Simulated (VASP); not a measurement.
# LiBe24 in VASP: further runs

LiBe24 is run at these levels: LDA; tasks: single point.

Everything below comes from runs of VASP 6.6.1. Logs are shortened: lines on timing, memory, paths and dates and some standing lists are left out, and cuts for length are marked.

### 1 The cell of the first run

The cell holds a slab with vacuum, 25 atoms: a = 4.452 Å, b = 7.033 Å, c = 19.800 Å, α = 90.00°, β = 90.00°, γ = 90.00°.

### 2 Single point, LDA

INCAR reads:

```
PREC = Accurate
ENCUT = 520
EDIFF = 1E-6
ISMEAR = 0
SIGMA = 0.1
LREAL = Auto
LASPH = T
NELM = 80
ALGO = Normal
ISIF = 2
LWAVE = F
LCHARG = F
LDIPOL = T
IDIPOL = 3
DIPOL = 0.5 0.5 0.322
GGA = CA
NBANDS = 44
```

KPOINTS reads:

```
regular mesh
0
Gamma
  6 4 1
```

POSCAR reads:

```
LiBe24
1.0
    4.4524297775      0.0000000000      0.0000000000
    0.0000000000      7.0331519566      0.0000000000
    0.0000000000      0.0000000000     19.7998741761
Be Li
24 1
Direct
    0.0000000000      0.3750000000      0.2020214858
    0.0000000000      0.8750000000      0.2020214858
    0.5000000000      0.3750000000      0.2020214858
    0.5000000000      0.8750000000      0.2020214858
    0.2500000000      0.1250000000      0.2344789084
    0.2500000000      0.6250000000      0.2344789084
    0.7500000000      0.1250000000      0.2344789084
    0.7500000000      0.6250000000      0.2344789084
    0.2500000000      0.3750000000      0.2993937535
    0.2500000000      0.8750000000      0.2993937535
    0.7500000000      0.3750000000      0.2993937535
    0.7500000000      0.8750000000      0.2993937535
    0.0000000000      0.1250000000      0.3261495638
    0.0000000000      0.6250000000      0.3261495638
    0.5000000000      0.1250000000      0.3261495638
    0.5000000000      0.6250000000      0.3261495638
    0.0000000000      0.3750000000      0.3969669031
    0.0000000000      0.8750000000      0.3969669031
    0.5000000000      0.3750000000      0.3969669031
    0.5000000000      0.8750000000      0.3969669031
    0.2500000000      0.1250000000      0.4191882283
    0.2500000000      0.6250000000      0.4191882283
    0.7500000000      0.1250000000      0.4191882283
    0.7500000000      0.6250000000      0.4191882283
    0.2500000000      0.1250000000      0.5266894585
```

Potentials or basis: VASP PAW LDA potentials, release 64 (Be, Li_sv).

Launch:

```
> cat potpaw_LDA.64/Be/POTCAR potpaw_LDA.64/Li_sv/POTCAR > POTCAR
> mpirun -np 1 vasp_std > vasp.out
```

OUTCAR:

```text
PREC = Accurate
   ENCUT = 520
   EDIFF = 1E-6
   ISMEAR = 0
   LREAL = Auto
   LASPH = T
   NELM = 80
   ISIF = 2
   GGA = CA

 ion  position               nearest neighbor table
   1  0.000  0.375  0.202-   5 2.18   6 2.18   7 2.18   8 2.18   3 2.23   3 2.23  11 2.23   9 2.23

   2  0.000  0.875  0.202-   5 2.18   6 2.18   7 2.18   8 2.18   4 2.23   4 2.23  12 2.23  10 2.23

   3  0.500  0.375  0.202-   5 2.18   6 2.18   7 2.18   8 2.18   1 2.23   1 2.23  11 2.23   9 2.23
[... 39 lines left out ...]
  23  0.750  0.125  0.419-  17 2.13  18 2.13  19 2.13  20 2.13  13 2.15  15 2.15  21 2.23  21 2.23

  24  0.750  0.625  0.419-  17 2.13  18 2.13  19 2.13  20 2.13  14 2.15  16 2.15  22 2.23  22 2.23

  25  0.250  0.125  0.527-  21 2.13

  LATTYP: Found a simple orthorhombic cell.
 ALAT       =     4.4524297775
 B/A-ratio  =     1.5796210851
 C/A-ratio  =     4.4469817977

  Lattice vectors:

 A1 = (   4.4524297775,   0.0000000000,   0.0000000000)
 A2 = (   0.0000000000,   7.0331519566,   0.0000000000)
 A3 = (   0.0000000000,   0.0000000000,  19.7998741761)

Analysis of symmetry for initial positions (statically):
=====================================================================
 Subroutine PRICEL returns:
 Original cell was already a primitive cell.

 Routine SETGRP: Setting up the symmetry group for a
 simple orthorhombic supercell.

 Subroutine GETGRP returns: Found  4 space group operations
 (whereof  1 operations were pure point group operations)
 out of a pool of  8 trial point group operations.

The static configuration has the point symmetry C_1 .
 The point group associated with its full space group is C_2v.

Analysis of symmetry for dynamics (positions and initial velocities):
=====================================================================
 Subroutine PRICEL returns:
 Original cell was already a primitive cell.

 Routine SETGRP: Setting up the symmetry group for a
 simple orthorhombic supercell.

 Subroutine GETGRP returns: Found  4 space group operations
 (whereof  1 operations were pure point group operations)
 out of a pool of  8 trial point group operations.

The dynamic configuration has the point symmetry C_1 .
 The point group associated with its full space group is C_2v.

 Subroutine INISYM returns: Found  4 space group operations
 (whereof  1 operations are pure point group operations),
 and found     1 'primitive' translations

[... 137 lines left out ...]
   PSTRESS=    0.0 pullay stress
   NELECT =      51.0000    total number of electrons
   NUPDOWN=      -1.0000    fix difference up-down
   EMIN   =  10.00;   EMAX   =-10.00  energy-range for DOS
   EFERMI =   0.00;   METHOD = LEGACY
   ISMEAR =     0;   SIGMA  =   0.10  broadening in eV -4-tet -1-fermi 0-gaus
   EFERMI_NEDOS =   21; number of points for ismear=-14 and -15
   IALGO  =     38    algorithm
   IMIX   =      4    mixing-type and parameters
     AMIX     =   0.40;   BMIX     =  1.00
     AMIX_MAG =   1.60;   BMIX_MAG =  1.00
  volume/ion in A,a.u.               =      24.80       167.37
  Fermi-wavevector in a.u.,A,eV,Ry     =   0.711970  1.345428  6.896811  0.506901
  Thomas-Fermi vector in A             =   1.799222
   LORBIT       =      0    0 simple, 1 ext, 2 COOP (PROOUT), +10 PAW based schemes
   GGA     = CA    functional components
   LHFCALC =     F    Hartree Fock is set to
   AEXX    =    0.0000 exact exchange contribution
   IVDW    =     0    specifies the selected vdW correction
   LEPSILON=     F    determine dielectric tensor
   LRPA    =     F    only Hartree local field effects (RPA)
 non-spin polarized calculation
 Gauss-broadening in eV      SIGMA  =   0.10
  energy-cutoff  :      520.00
  volume of cell :      620.03
 maximum number of plane-waves:     16734
 NGX is ok and might be reduce to    36
   NGX = 17   NGY = 27   NGZ = 73

 number of electron      50.9999998 magnetization

 dipolmoment           0.000000      0.000000     -0.468950 electrons x Angstroem

 Free energy of the ion-electron system (eV)
  ---------------------------------------------------
  ext. energy  EPLUGINS =         0.00000000
  ---------------------------------------------------
  free energy    TOTEN  =       -94.91761090 eV

  energy without entropy =      -94.88390027  energy(sigma->0) =      -94.90075559

 E-fermi :  -0.2522     XC(G=0):  -4.5255

 val. band max:       -0.2692383028   @ k =   0.3333   0.0000   0.0000
 cond. band min:      -0.2493317151   @ k =   0.0000   0.5000   0.0000
 fundamental gap:      0.0199065877
 Fermi energy:        -0.2522325304

 k-point     1 :       0.0000    0.0000    0.0000
  band No.  band energies     occupation
      1     -47.8701      2.00000
      2     -10.6713      2.00000
      3      -8.5871      2.00000
      4      -8.5419      2.00000
      5      -8.5186      2.00000
      6      -6.4462      2.00000
[... 469 lines left out ...]
     36       3.2180      0.00000
     37       3.6889      0.00000
 [bands above 37 left out]

------------------------ aborting loop because EDIFF is reached ----------------------------------------

 vacuum level on the upper side and lower side of the slab       (xc-potential included)        -1.717         1.041

  FORCE on cell =-STRESS in cart. coord.  units (eV):
  Direction    XX          YY          ZZ          XY          YZ          ZX
  --------------------------------------------------------------------------------------
  -------------------------------------------------------------------------------------
  Total       -0.8141790     -2.9651584     -1.6531268      0.0000000      0.0000000      0.0000000
  in kB       -2.1038801     -7.6621203     -4.2717638      0.0000000      0.0000000      0.0000000
  external PRESSURE =      -4.6792547 kB  Pullay stress =       0.0000000 kB

 VOLUME and BASIS-vectors are now :
 -----------------------------------------------------------------------------
  energy-cutoff  :      520.00
  volume of cell :      620.03
      direct lattice vectors                 reciprocal lattice vectors
     4.452429777  0.000000000  0.000000000     0.224596468  0.000000000  0.000000000
     0.000000000  7.033151957  0.000000000     0.000000000  0.142183761  0.000000000
     0.000000000  0.000000000 19.799874176     0.000000000  0.000000000  0.050505371

 POSITION                                       TOTAL-FORCE (eV/Angst)
 -----------------------------------------------------------------------------------
      0.00000      2.63743      4.00000         0.004370      0.024190      0.570833
      0.00000      6.15401      4.00000         0.004370     -0.024190      0.570833
      2.22621      2.63743      4.00000        -0.004370      0.024190      0.570833
      2.22621      6.15401      4.00000        -0.004370     -0.024190      0.570833
      1.11311      0.87914      4.64265         0.000000      0.000000     -0.674512
      1.11311      4.39572      4.64265         0.000000      0.000000     -0.730822
[... 17 lines left out ...]
      3.33932      4.39572      8.29987         0.000000      0.000000     -0.073879
      1.11311      0.87914     10.42839         0.000000      0.000000     -0.008037
 -----------------------------------------------------------------------------------
    total drift:                                0.000000      0.000000     -0.004596

  FREE ENERGIE OF THE ION-ELECTRON SYSTEM (eV)
  ---------------------------------------------------
  free  energy   TOTEN  =       -94.9176109049 eV

  energy  without entropy=      -94.8839002747  energy(sigma->0) =      -94.90075559

 vacuum level on the upper side and lower side of the slab         1.147         3.976
```

It took 9.9 min on 1 thread of AMD EPYC 7R13 (Zen 3), shared host; peak memory 0.54 GiB.

What came out:

```yaml
Free_energy: -94.9176 eV
Largest_force: 1.272 eV/Å
Band_gap_on_the_k_mesh: zero (an odd number of electrons rules out a gap without spin polarisation)
```

Forces in eV/Å, atoms in the order of the input:
```
Be   0.004  0.024  0.571
Be   0.004 -0.024  0.571
Be  -0.004  0.024  0.571
Be  -0.004 -0.024  0.571
Be   0.000  0.000 -0.675
Be   0.000  0.000 -0.731
Be   0.000  0.000 -0.636
Be   0.000  0.000 -0.741
Be   0.000  0.043  0.175
Be   0.000 -0.043  0.175
Be   0.000  0.037  0.154
Be   0.000 -0.037  0.154
Be   0.020  0.000  0.054
Be   0.006  0.000 -0.036
Be  -0.020  0.000  0.054
Be  -0.006  0.000 -0.036
Be   0.024  0.055  0.221
Be   0.024 -0.055  0.221
Be  -0.024  0.055  0.221
Be  -0.024 -0.055  0.221
Be   0.000  0.000 -1.272
Be   0.000  0.000 -0.085
Be   0.000  0.000  0.362
Be   0.000  0.000 -0.074
Li   0.000  0.000 -0.008
```

Levels at points of the mesh, in eV from the Fermi level:
```tsv
k point	band 22	band 23	band 24	band 25	band 26	band 27	band 28	band 29
(0.00, 0.00, 0.00)	-2.47	-1.10	-0.73	-0.23	-0.18	0.01	0.19	0.90
(0.50, 0.00, 0.00)	-1.50	-1.45	0.69	0.72	0.83	0.87	1.25	1.32
(0.00, 0.50, 0.00)	-1.23	-1.22	-1.02	-0.99	-0.22	0.00	0.34	1.05
(0.50, 0.50, 0.00)	-1.03	-0.95	-0.75	-0.67	0.35	0.35	0.40	0.43
```

Caveat: the cutoff is under 1.25 times the usual one of these potentials, so pressure, stress and relaxed cells hold a basis-set (Pulay) error.

### 3 Single point, LDA

INCAR reads:

```
PREC = Accurate
ENCUT = 520
EDIFF = 1E-6
ISMEAR = 0
SIGMA = 0.1
LREAL = Auto
LASPH = T
NELM = 100
ALGO = Normal
ISIF = 2
LWAVE = F
LCHARG = T
LDIPOL = T
IDIPOL = 3
DIPOL = 0.5 0.5 0.321
GGA = CA
LELF = T
LVHAR = T
LVACPOTAV = T
NBANDS = 44
```

KPOINTS reads:

```
Automatic mesh
0
Gamma
  6 4 1
```

Changes to POSCAR since step 2:

```diff
@@ -32,2 +32,2 @@
     0.7500000000      0.6250000000      0.4191882283
-    0.2500000000      0.1250000000      0.5266894585
+    0.2500000000      0.3750000000      0.5039760244
```

Potentials or basis: VASP PAW LDA potentials, release 64 (Be, Li_sv).

Launch:

```
> cat potpaw_LDA.64/Be/POTCAR potpaw_LDA.64/Li_sv/POTCAR > POTCAR
> mpirun -np 1 vasp_std > vasp.out
```

Wall time 12 min (1 thread of AMD EPYC 7R13 (Zen 3), shared host); peak memory 0.54 GiB.

The run converged. Its results:

```yaml
Free_energy: -95.6167 eV
Largest_force: 0.720 eV/Å
Band_gap_on_the_k_mesh: zero (an odd number of electrons rules out a gap without spin polarisation)
```

Forces on the atoms (eV/Å):
```
Be  -0.002  0.000  0.571
Be   0.021  0.000  0.569
Be   0.002  0.000  0.571
Be  -0.021  0.000  0.569
Be   0.000  0.028 -0.719
Be   0.000 -0.028 -0.719
Be   0.000  0.046 -0.679
Be   0.000 -0.046 -0.679
Be   0.000  0.000  0.186
Be   0.000  0.000  0.136
Be   0.000  0.000  0.261
Be   0.000  0.000  0.105
Be   0.006 -0.056 -0.029
Be   0.006  0.056 -0.029
Be  -0.006 -0.056 -0.029
Be  -0.006  0.056 -0.029
Be   0.016  0.000  0.043
Be  -0.008  0.000  0.044
Be  -0.016  0.000  0.043
Be   0.008  0.000  0.044
Be   0.000 -0.197 -0.283
Be   0.000  0.197 -0.283
Be   0.000  0.035  0.162
Be   0.000 -0.035  0.162
Li   0.000  0.000  0.016
```

Levels at points of the mesh, in eV from the Fermi level:
```
           k point  band 22  band 23  band 24  band 25  band 26  band 27  band 28  band 29  band 30  band 31
(0.00, 0.00, 0.00)    -2.47    -1.16    -0.73    -0.23    -0.19     0.16     0.43     1.41     1.96     2.08
(0.50, 0.00, 0.00)    -1.37    -1.37     0.49     0.71     0.87     1.20     1.24     1.28     1.44     1.44
(0.00, 0.50, 0.00)    -1.33    -1.16    -1.01    -0.99    -0.28    -0.03     0.79     0.87     1.98     2.93
(0.50, 0.50, 0.00)    -0.96    -0.95    -0.73    -0.63     0.26     0.38     0.40     0.44     2.22     2.27
```

Caveat: the cutoff is under 1.25 times the usual one of these potentials, so pressure, stress and relaxed cells hold a basis-set (Pulay) error.

The gap in the log of VASP goes by the Fermi energy; the results here count the filled bands.